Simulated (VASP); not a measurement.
# SbBr (P6/mmm) in VASP: relaxation of cell and atoms with PBE

Aim: the relaxation of cell and atoms of SbBr with PBE.

Everything below comes from runs of VASP 6.6.1. Logs are shortened: lines on timing, memory, paths and dates and some standing lists are left out, and cuts for length are marked.

### 1 The cell of the first run

The structure is hexagonal, space group P6/mmm (No. 191). Conventional cell: a = 3.570 Å, b = 3.570 Å, c = 5.570 Å, α = 90.00°, β = 90.00°, γ = 120.00°. Sb (site symmetry 6/mmm) has 2 Br at 2.79 Å and 6 Sb at 3.57 Å within 3.7 Å. Br (site symmetry 6/mmm) has 2 Sb at 2.79 Å and 6 Br at 3.57 Å within 3.7 Å.

The cell was generated, and may not be a known phase.

### 2 Relaxation of cell and atoms, PBE

Contents of INCAR:

```
PREC = Accurate
ENCUT = 600
EDIFF = 1E-7
ISMEAR = 0
SIGMA = 0.1
LREAL = F
LASPH = T
NELM = 100
ALGO = Normal
ISIF = 3
LWAVE = F
LCHARG = F
GGA = PE
IBRION = 2
NSW = 100
EDIFFG = -0.01
```

Contents of KPOINTS:

```
regular mesh
0
Gamma
  18 18 10
```

Contents of POSCAR:

```
SbBr
1.0
    3.5704510583      0.0000000000      0.0000000000
   -1.7852255291      3.0921013195      0.0000000000
    0.0000000000      0.0000000000      5.5700242038
Sb Br
1 1
Direct
    0.0000000000      0.0000000000      0.0000000000
    0.0000000000      0.0000000000      0.5000000000
```

Potentials or basis: VASP PAW PBE potentials, release 64 (Sb, Br).

Run with:

```sh
> cat potpaw_PBE.64/Sb/POTCAR potpaw_PBE.64/Br/POTCAR > POTCAR
> mpirun -np 1 vasp_std > vasp.out
```

OUTCAR:

```text
PREC = Accurate
   ENCUT = 600
   EDIFF = 1E-7
   ISMEAR = 0
   LREAL = F
   LASPH = T
   NELM = 100
   ISIF = 3
   GGA = PE
   IBRION = 2
   NSW = 100
   EDIFFG = -0.01

 ion  position               nearest neighbor table
   1  0.000  0.000  0.000-   2 2.79   2 2.79
   2  0.000  0.000  0.500-   1 2.79   1 2.79

  LATTYP: Found a hexagonal cell.
 ALAT       =     3.5704510583
 C/A-ratio  =     1.5600337640

  Lattice vectors:

 A1 = (   3.5704510583,   0.0000000000,   0.0000000000)
 A2 = (  -1.7852255291,   3.0921013195,   0.0000000000)
 A3 = (   0.0000000000,   0.0000000000,   5.5700242038)

Analysis of symmetry for initial positions (statically):
=====================================================================
 Subroutine PRICEL returns:
 Original cell was already a primitive cell.

 Routine SETGRP: Setting up the symmetry group for a
 hexagonal supercell.

 Subroutine GETGRP returns: Found 24 space group operations
 (whereof 24 operations were pure point group operations)
 out of a pool of 24 trial point group operations.

The static configuration has the point symmetry D_6h.

Analysis of symmetry for dynamics (positions and initial velocities):
=====================================================================
 Subroutine PRICEL returns:
 Original cell was already a primitive cell.

 Routine SETGRP: Setting up the symmetry group for a
 hexagonal supercell.

 Subroutine GETGRP returns: Found 24 space group operations
 (whereof 24 operations were pure point group operations)
 out of a pool of 24 trial point group operations.

The dynamic configuration has the point symmetry D_6h.

 Subroutine INISYM returns: Found 24 space group operations
 (whereof 24 operations are pure point group operations),
 and found     1 'primitive' translations

----------------------------------------------------------------------------------------

                                     Primitive cell

  volume of cell :      61.4942

  direct lattice vectors                    reciprocal lattice vectors
     3.570451058  0.000000000  0.000000000     0.280076658  0.161702334  0.000000000
    -1.785225529  3.092101319  0.000000000     0.000000000  0.323404668  0.000000000
     0.000000000  0.000000000  5.570024204     0.000000000  0.000000000  0.179532434

  length of vectors
     3.570451058  3.570451058  5.570024204     0.323404668  0.323404668  0.179532434

  position of ions in fractional coordinates (direct lattice)
     0.000000000  0.000000000  0.000000000
     0.000000000  0.000000000  0.500000000

  ion indices of the primitive-cell ions
   primitive index   ion index
                 1           1
                 2           2

----------------------------------------------------------------------------------------

 KPOINTS: regular mesh

Automatic generation of k-mesh.
 Grid dimensions read from file:
 generate k-points for:   18   18   10

 Generating k-lattice:

  Cartesian coordinates                     Fractional coordinates (reciprocal lattice)
     0.015559814  0.008983463  0.000000000     0.055555556 -0.000000000  0.000000000
     0.000000000  0.017966926  0.000000000     0.000000000  0.055555556  0.000000000
     0.000000000  0.000000000  0.017953243     0.000000000  0.000000000  0.100000000

  Length of vectors
     0.017966926  0.017966926  0.017953243

  Shift w.r.t. Gamma in fractional coordinates (k-lattice)
     0.000000000  0.000000000  0.000000000

 Subroutine IBZKPT returns following result:
 ===========================================

 Found    222 irreducible k-points:

 Following reciprocal coordinates:
            Coordinates               Weight
  0.000000  0.000000  0.000000      1.000000
  0.055556  0.000000  0.000000      6.000000
  0.111111  0.000000  0.000000      6.000000
  0.166667  0.000000  0.000000      6.000000
  0.222222  0.000000  0.000000      6.000000
  0.277778  0.000000  0.000000      6.000000
[... 16 lines left out ...]
  0.333333  0.111111  0.000000     12.000000
  0.388889  0.111111  0.000000     12.000000
 [... further k-points ...]
   k-points           NKPTS =    222   k-points in BZ     NKDIM =    222   number of bands    NBANDS=     10
   number of dos      NEDOS =    301   number of ions     NIONS =      2
   total plane-waves  NPLWV =  43200
   dimension x,y,z NGX =    30 NGY =   30 NGZ =   48
   dimension x,y,z NGXF=    60 NGYF=   60 NGZF=   96
   ions per type =               1   1
   NGX,Y,Z   is equivalent  to a cutoff of  13.97, 13.97, 14.33 a.u.
   NGXF,Y,Z  is equivalent  to a cutoff of  27.94, 27.94, 28.65 a.u.
 SYSTEM =  unknown system
   PREC   = accura    normal or accurate (medium, high low for compatibility)
   ISTART =      0    job   : 0-new  1-cont  2-samecut
   ICHARG =      2    charge: 1-file 2-atom 10-const
   ISPIN  =      1    spin polarized calculation?
   LNONCOLLINEAR =      F non collinear calculations
   LSORBIT =      F    spin-orbit coupling
   LASPH  =      T    aspherical Exc in radial PAW
   ENCUT  =  600.0 eV  44.10 Ry    6.64 a.u.   7.13  7.13 11.12*2*pi/ulx,y,z
   NELM   =    100;   NELMIN=  2; NELMDL= -5     # of ELM steps
   EDIFF  = 0.1E-06   stopping-criterion for ELM
   LREAL  =      F    real-space projection
   EDIFFG = -.1E-01   stopping-criterion for IOM
   NSW    =    100    number of steps for IOM
   IBRION =      2    ionic relax: 0-MD 1-quasi-New 2-CG
   NFREE  =      1    steps in history (QN), initial steepest desc. (CG)
   ISIF   =      3    stress and relaxation
   ISYM   =      2    0-nonsym 1-usesym 2-fastsym
   POTIM  = 0.5000    time-step for ionic-motion
   TEBEG  =    0.0;   TEEND  =   0.0 temperature during run
   PSTRESS=    0.0 pullay stress
   NELECT =      12.0000    total number of electrons
   NUPDOWN=      -1.0000    fix difference up-down
   EMIN   =  10.00;   EMAX   =-10.00  energy-range for DOS
   EFERMI =   0.00;   METHOD = LEGACY
   ISMEAR =     0;   SIGMA  =   0.10  broadening in eV -4-tet -1-fermi 0-gaus
   EFERMI_NEDOS =   21; number of points for ismear=-14 and -15
   IALGO  =     38    algorithm
   IMIX   =      4    mixing-type and parameters
     AMIX     =   0.40;   BMIX     =  1.00
     AMIX_MAG =   1.60;   BMIX_MAG =  1.00
  volume/ion in A,a.u.               =      30.75       207.49
  Fermi-wavevector in a.u.,A,eV,Ry     =   0.949563  1.794415 12.267973  0.901671
  Thomas-Fermi vector in A             =   2.077858
   LORBIT       =      0    0 simple, 1 ext, 2 COOP (PROOUT), +10 PAW based schemes
   GGA     = PE    functional components
   LHFCALC =     F    Hartree Fock is set to
   AEXX    =    0.0000 exact exchange contribution
   IVDW    =     0    specifies the selected vdW correction
   LEPSILON=     F    determine dielectric tensor
   LRPA    =     F    only Hartree local field effects (RPA)
 conjugate gradient relaxation of ions
 non-spin polarized calculation
 Gauss-broadening in eV      SIGMA  =   0.10
  energy-cutoff  :      600.00
  volume of cell :       61.49
 maximum number of plane-waves:      2085
 NGX is ok and might be reduce to    30
   NGX = 15   NGY = 15   NGZ = 23

--------------------------------------- Ionic step        1  -------------------------------------------

 number of electron      12.0000001 magnetization

 Free energy of the ion-electron system (eV)
  ---------------------------------------------------
  ext. energy  EPLUGINS =         0.00000000
  ---------------------------------------------------
  free energy    TOTEN  =        -5.97927848 eV

  energy without entropy =       -5.97516149  energy(sigma->0) =       -5.97721998

------------------------ aborting loop because EDIFF is reached ----------------------------------------

  FORCE on cell =-STRESS in cart. coord.  units (eV):
  Direction    XX          YY          ZZ          XY          YZ          ZX
  --------------------------------------------------------------------------------------
  -------------------------------------------------------------------------------------
  Total       -0.2500704     -0.2500704     -0.4141836     -0.0000000     -0.0000000      0.0000000
  in kB       -6.5153680     -6.5153680    -10.7911966     -0.0000000     -0.0000000      0.0000000
  external PRESSURE =      -7.9406442 kB  Pullay stress =       0.0000000 kB
[... 129 lines left out ...]
  energy  without entropy=       -5.9783727386  energy(sigma->0) =       -5.98040978

--------------------------------------- Ionic step        5  -------------------------------------------

 number of electron      12.0000001 magnetization

 Free energy of the ion-electron system (eV)
  ---------------------------------------------------
  ext. energy  EPLUGINS =         0.00000000
  ---------------------------------------------------
  free energy    TOTEN  =        -5.98245256 eV

  energy without entropy =       -5.97837495  energy(sigma->0) =       -5.98041375

 E-fermi :   4.2601     XC(G=0):  -9.0945

 val. band max:        4.2595784725   @ k =   0.1667   0.1111   0.3000
 cond. band min:       4.2775640961   @ k =   0.1667   0.1667   0.5000
 fundamental gap:      0.0179856235
 Fermi energy:         4.2601444954

 k-point     1 :       0.0000    0.0000    0.0000
  band No.  band energies     occupation
      1     -11.1568      2.00000
      2      -5.6554      2.00000
      3      -1.8085      2.00000
      4       3.3814      2.00000
      5       3.3814      2.00000
      6       8.0353      0.00000
      7       8.3219      0.00000
      8       8.3219      0.00000
      9      10.2440      0.00000
     10      13.1926      0.00000
[... 287 lines left out ...]
 k-point    24 :       0.3889    0.1111    0.0000
  band No.  band energies     occupation
      1     -10.4839      2.00000
      2      -3.5895      2.00000
      3      -0.8174      2.00000
      4      -0.3935      2.00000
      5       2.1474      2.00000
      6       2.2323      2.00000
      7       5.5084      0.00000
      8       8.3923      0.00000
      9       9.6359      0.00000
     10      10.7586      0.00000

 [... further k-points ...]

------------------------ aborting loop because EDIFF is reached ----------------------------------------

  FORCE on cell =-STRESS in cart. coord.  units (eV):
  Direction    XX          YY          ZZ          XY          YZ          ZX
  --------------------------------------------------------------------------------------
  -------------------------------------------------------------------------------------
  Total        0.0001470      0.0001470      0.0105886      0.0000000      0.0000000      0.0000000
  in kB        0.0039137      0.0039137      0.2819737      0.0000000      0.0000000      0.0000000
  external PRESSURE =       0.0966004 kB  Pullay stress =       0.0000000 kB
[... 17 lines left out ...]
  FREE ENERGIE OF THE ION-ELECTRON SYSTEM (eV)
  ---------------------------------------------------
  free  energy   TOTEN  =        -5.9824525555 eV

  energy  without entropy=       -5.9783749533  energy(sigma->0) =       -5.98041375

 reached required accuracy - stopping structural energy minimisation
```

Wall time 6.4 min (1 thread of Intel Xeon Platinum 8559C (Emerald Rapids), shared host); peak memory 0.37 GiB.

What came out:

* Free energy: -5.9825 eV
* Relaxed volume: 30.08 Å³/atom
* Relaxed cell: a = 3.540 Å, b = 3.540 Å, c = 5.543 Å, α = 90.00°, β = 90.00°, γ = 120.00°
* Space group after relaxing (to 0.1 Å): P6/mmm (No. 191)
* Energy gained by relaxing: 1.6 meV/atom
* Ionic steps: 5
* Pressure after relaxing: 0.0 GPa
* Band gap on the k mesh: zero (bands 6 and 7 overlap by 5.68 eV)

The path:
| step | energy change (eV) | largest force (eV/Å) | pressure (GPa) | volume (Å³) |
| --- | --- | --- | --- | --- |
| 1 | 0.0000 | 0.0000 | -0.79 | 61.49 |
| 2 | -0.0018 | 0.0000 | 0.28 | 60.15 |
| 3 | -0.0024 | 0.0000 | -0.09 | 60.59 |
| 4 | -0.0032 | 0.0000 | 0.01 | 60.20 |
| 5 | -0.0032 | 0.0000 | 0.01 | 60.16 |

Final structure:
```cif
data_structure
_symmetry_space_group_name_H-M 'P 1'
_symmetry_Int_Tables_number 1
_cell_length_a 3.5403
_cell_length_b 3.5403
_cell_length_c 5.5428
_cell_angle_alpha 90.000
_cell_angle_beta 90.000
_cell_angle_gamma 120.000
_cell_volume 60.16
loop_
_atom_site_label
_atom_site_type_symbol
_atom_site_fract_x
_atom_site_fract_y
_atom_site_fract_z
_atom_site_occupancy
Sb1 Sb 0.00000 0.00000 0.00000 1
Br1 Br 0.00000 0.00000 0.50000 1
```

Caveat: spin-orbit coupling is left out, which moves the levels of the heavy elements; this functional lacks dispersion, which binds layers or chains, so the pressure and a relaxed spacing across them are unreliable.
